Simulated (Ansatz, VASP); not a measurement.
## One calculation of InSb, two programs

Contents of INCAR:

```
SYSTEM = InSb
ALGO = Normal
EDIFF = 1E-6
EDIFFG = -0.002
ENCUT = 600
IBRION = 2
ISIF = 3
ISMEAR = -1
LASPH = .TRUE.
LCHARG = .FALSE.
LREAL = .FALSE.
LWAVE = .FALSE.
NELM = 60
NSW = 100
PREC = Accurate
SIGMA = 0.05
```

The input KPOINTS:

```
k-points
0
G
  12 12 12
  0 0 0
```

POSCAR

```
InSb
1.0
    0.0000000000      3.2391000000      3.2391000000
    3.2391000000      0.0000000000      3.2391000000
    3.2391000000      3.2391000000      0.0000000000
In Sb
1 1
Direct
    0.0000000000      0.0000000000      0.0000000000
    0.7500000000      0.7500000000      0.7500000000
```

Input for Ansatz:

```yaml
crystal:
  lattice:
    - [0.0, 3.2391, 3.2391]
    - [3.2391, 0.0, 3.2391]
    - [3.2391, 3.2391, 0.0]
  atoms:
    - { symbol: In, position: [0.0, 0.0, 0.0] }
    - { symbol: Sb, position: [0.75, 0.75, 0.75] }
kpoints:
  mp_grid: { grid: [12, 12, 12] }
scf:
  occupations: { method: fermi_dirac, width: 0.05 }
hamiltonian:
  xc: lda
  pseudopotentials: { kind: paw }
relax:
  f_tol: 0.002
  max_steps: 80
  cell: {}
output:
  forces: true
  stress: true
  write_density: true
  write_potential: true
  elf: true
  volumetric_format: npy
```

Alike in both runs: task relaxation of cell and atoms; functional LDA; k mesh 12 × 12 × 12; occupations fermi-dirac, width 0.05 eV; no spin polarisation.

|  | VASP | Ansatz |
| --- | --- | --- |
| version | VASP 6.6.1 | Ansatz 0.2.0 |
| potentials or method | VASP PAW LDA potentials, release 64 (In_d, Sb) | PAW with Ansatz's default frozen-core files, scalar-relativistic |
| plane-wave cutoff (eV) | 600 | 420 |
| valence electrons in the cell | 18 | 28 |

Ansatz gave:

- relaxed volume (Å³/atom): 33.54
- relaxed length of the cell vector where the two differ most in proportion (Å): 4.561

What did VASP give for the same quantities?

Relaxed volume (Å³/atom): 33.62; relaxed length of the cell vector where the two differ most in proportion (Å): 4.564.

LDA's correlation is that of Perdew and Zunger in VASP and of Perdew and Wang (1992) in Ansatz. VASP's potentials hold 18 valence electrons a cell and Ansatz's 28, so a difference there can come from the potentials and not from the codes.

Neither program's run includes spin-orbit coupling.
